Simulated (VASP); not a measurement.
# BN (P1) in VASP: notebook, part 2 of 2

VASP 6.6.1. The steps go on from the part before.

### 4 Single point, r2SCAN (atom 3 (N) moved by (-0.200, +0.200) A along [1 1 0] and z)

Input file POSCAR:

```
BN
1.0
    2.5539396017      0.0000000000      0.0000000000
   -1.2769698009      2.2117765748      0.0000000000
    0.0000000000      0.0000000000      4.2268550000
B N
2 2
Direct
    0.6666666667      0.3333333333      0.9997240000
    0.3333333333      0.6666666667      0.4997240000
    0.5793227787      0.2693931696      0.6725925036
    0.3333333333      0.6666666667      0.1252760000
```

Input file INCAR.step1:

```
PREC     = Accurate       # precision mode
ENCUT    = 520            # plane-wave cutoff, eV
ISMEAR   = 0              # smearing method
SIGMA    = 0.05           # smearing width, eV
LREAL    = False          # projectors in reciprocal space
LASPH    = True           # aspherical terms in the spheres
NELM     = 60             # most SCF steps
NBANDS   = 16             # bands
GGA      = PE             # functional
ALGO     = Normal         # electronic algorithm
EDIFF    = 1E-4           # SCF threshold, eV
LWAVE    = True           # write WAVECAR
LCHARG   = False          # write CHGCAR
```

Input file INCAR.step2:

```
PREC     = Accurate       # precision mode
ENCUT    = 520            # plane-wave cutoff, eV
EDIFF    = 1E-6           # SCF threshold, eV
ISMEAR   = 0              # smearing method
SIGMA    = 0.05           # smearing width, eV
LREAL    = False          # projectors in reciprocal space
LASPH    = True           # aspherical terms in the spheres
NELM     = 60             # most SCF steps
ALGO     = Normal         # electronic algorithm
ISIF     = 2              # what is computed and relaxed
LWAVE    = False          # write WAVECAR
LCHARG   = False          # write CHGCAR
METAGGA  = R2SCAN         # meta-GGA
LMIXTAU  = True         
NBANDS   = 16             # bands
ISTART   = 1
```

Input file KPOINTS:

```
Automatic mesh
0
Gamma
  12 12 6
```

Started as:

```
> cat potpaw_PBE.64/B/POTCAR potpaw_PBE.64/N/POTCAR > POTCAR
> cp INCAR.step1 INCAR
> mpirun -np 1 vasp_std > vasp.out
> cp INCAR.step2 INCAR
> mpirun -np 1 vasp_std > vasp.out
```

It took 4.9 min on 1 thread of Intel Xeon Platinum 8488C (Sapphire Rapids), shared host; peak memory 0.24 GiB.

The run converged. Its results:

| Item | Value |
| --- | --- |
| Free energy | -37.1474 eV |
| Pressure | 7.0 GPa |
| Largest force | 8.863 eV/Å |
| Band gap on the k mesh | 3.36 eV (least direct gap 7.35 eV) |

Forces in eV/Å, atoms in the order of the input:
```
B   -0.455 -0.498  3.310
B   -0.525 -1.314  2.320
N    0.980  1.866 -8.608
N    0.000 -0.054  2.979
```

Stress tensor (GPa, compression positive):
```
 4.29  2.59 -0.72
 2.59  3.79  0.79
-0.72  0.79 12.80
```

Levels at points of the mesh, in eV from the valence-band top:
| k point | band 4 | band 5 | band 6 | band 7 | band 8 | band 9 | band 10 | band 11 | band 12 | band 13 |
| --- | --- | --- | --- | --- | --- | --- | --- | --- | --- | --- |
| (0.00, 0.00, 0.00) | -3.70 | -2.63 | -2.49 | -0.76 | 0.00 | 7.59 | 7.99 | 8.49 | 9.14 | 9.80 |
| (0.50, 0.00, 0.00) | -9.00 | -8.02 | -6.22 | -5.19 | -2.69 | 4.98 | 6.34 | 8.86 | 10.46 | 12.50 |
| (0.00, 0.50, 0.00) | -9.39 | -7.96 | -6.70 | -5.79 | -2.06 | 6.02 | 7.50 | 8.82 | 10.91 | 12.43 |
| (0.50, 0.50, 0.00) | -8.99 | -8.33 | -6.38 | -5.75 | -2.13 | 5.68 | 6.90 | 8.74 | 11.01 | 12.48 |
| (0.00, 0.00, 0.50) | -6.85 | -2.84 | -2.37 | -2.05 | -0.42 | 7.62 | 8.72 | 9.41 | 9.49 | 10.23 |
| (0.50, 0.00, 0.50) | -10.30 | -5.99 | -5.27 | -4.68 | -4.20 | 5.29 | 6.30 | 9.22 | 9.88 | 12.42 |
| (0.00, 0.50, 0.50) | -11.34 | -5.66 | -5.06 | -4.67 | -3.17 | 5.47 | 6.07 | 8.97 | 9.93 | 12.79 |
| (0.50, 0.50, 0.50) | -11.02 | -5.96 | -5.10 | -4.64 | -3.07 | 5.17 | 5.98 | 8.92 | 9.68 | 13.06 |

Caveat: the cell differs from its parent crystal (atom 3 (N) moved by (-0.200, +0.200) A along [1 1 0] and z); the cell stands under pressure; the PAW data sets were made with another functional, which shifts forces and pressure a little. A k mesh can miss the band edges.

### 5 Single point, r2SCAN (atom 3 (N) moved by (+0.200, -0.200) A along [1 1 0] and z)

Edit POSCAR of step 4 so:

```diff
@@ -10,3 +10,3 @@
     0.3333333333      0.6666666667      0.4997240000
-    0.5793227787      0.2693931696      0.6725925036
+    0.7540105546      0.3972734970      0.5779594964
     0.3333333333      0.6666666667      0.1252760000
```

Input file INCAR.step1:

```
  PREC = Accurate
  ENCUT = 520
  ISMEAR = 0
  SIGMA = 0.05
  LREAL = F
  LASPH = T
  NELM = 60
  NBANDS = 16
  GGA = PE
  ALGO = Normal
  EDIFF = 1E-4
  LWAVE = T
  LCHARG = F
```

Input file INCAR.step2:

```
  PREC = Accurate
  ENCUT = 520
  EDIFF = 1E-6
  ISMEAR = 0
  SIGMA = 0.05
  LREAL = F
  LASPH = T
  NELM = 60
  ALGO = Normal
  ISIF = 2
  LWAVE = F
  LCHARG = F
  METAGGA = R2SCAN
  LMIXTAU = T
  NBANDS = 16
  ISTART = 1
```

Input file KPOINTS:

```
regular mesh
0
Gamma
  12 12 6
```

Started as:

```
> cat potpaw_PBE.64/B/POTCAR potpaw_PBE.64/N/POTCAR > POTCAR
> cp INCAR.step1 INCAR
> mpirun -np 1 vasp_std > vasp.out
> cp INCAR.step2 INCAR
> mpirun -np 1 vasp_std > vasp.out
```

Run time: 5.1 min. Hardware: 1 thread of Intel Xeon Platinum 8488C (Sapphire Rapids), shared host; peak memory 0.24 GiB.

The run converged. Its results:

| Property | Result |
| --- | --- |
| Free energy | -36.8073 eV |
| Pressure | 13.4 GPa |
| Largest force | 11.365 eV/Å |
| Band gap on the k mesh | 5.14 eV (least direct gap 7.01 eV) |

Forces in eV/Å, atoms in the order of the input:
```
B    0.626  0.582 -0.245
B    6.395  4.250 -3.717
N   -7.281 -5.035  7.128
N    0.260  0.203 -3.167
```

Stress tensor (GPa, compression positive):
```
25.04 15.24 -7.78
15.24  2.37 -3.65
-7.78 -3.65 12.80
```

Levels at points of the mesh, in eV from the valence-band top:
```tsv
k point	band 4	band 5	band 6	band 7	band 8	band 9	band 10	band 11	band 12	band 13
(0.00, 0.00, 0.00)	-4.88	-2.33	-1.44	-0.55	0.00	7.01	7.58	8.93	9.12	10.19
(0.50, 0.00, 0.00)	-9.66	-6.90	-5.85	-5.39	-3.09	6.51	9.07	9.91	11.70	12.47
(0.00, 0.50, 0.00)	-8.79	-7.81	-6.63	-3.90	-3.42	5.66	6.92	10.06	11.56	12.60
(0.50, 0.50, 0.00)	-9.00	-7.68	-6.14	-4.21	-3.36	5.66	7.29	9.86	11.40	12.71
(0.00, 0.00, 0.50)	-5.97	-4.30	-1.98	-1.84	-0.91	7.51	8.19	9.19	9.87	9.89
(0.50, 0.00, 0.50)	-11.02	-5.03	-4.31	-4.22	-3.13	5.51	6.26	8.53	9.58	14.06
(0.00, 0.50, 0.50)	-10.67	-6.29	-4.68	-4.40	-3.21	5.37	6.27	8.84	9.79	14.11
(0.50, 0.50, 0.50)	-10.83	-5.79	-4.63	-4.25	-3.05	5.56	5.79	8.48	9.45	14.17
```

Caveat: the cell differs from its parent crystal (atom 3 (N) moved by (+0.200, -0.200) A along [1 1 0] and z); the cell stands under pressure; the PAW data sets were made with another functional, which shifts forces and pressure a little. A k mesh can miss the band edges.

### 6 Summary

```tsv
cell	gap on the mesh (eV)	pressure (GPa)	largest force (eV/Å)
as given, atomic positions A	5.02	10.7	8.89
as given, atomic positions B	4.84	1.4	4.19
as given, atomic positions C	3.36	7.0	8.86
as given, atomic positions D	5.14	13.4	11.37
```

Alike in all rows: task single point; level r2SCAN; potentials or basis VASP PAW PBE potentials, release 64 (B, N); no spin polarisation; k mesh 12 × 12 × 6; cutoff (eV) 520; smearing gaussian 0.05 eV.

Caveats: the PAW data sets were made with another functional, which shifts forces and pressure a little; the cell stands under pressure (at least some runs).

Total energies depend on the potentials used, so only differences within one code and one set of settings carry meaning.
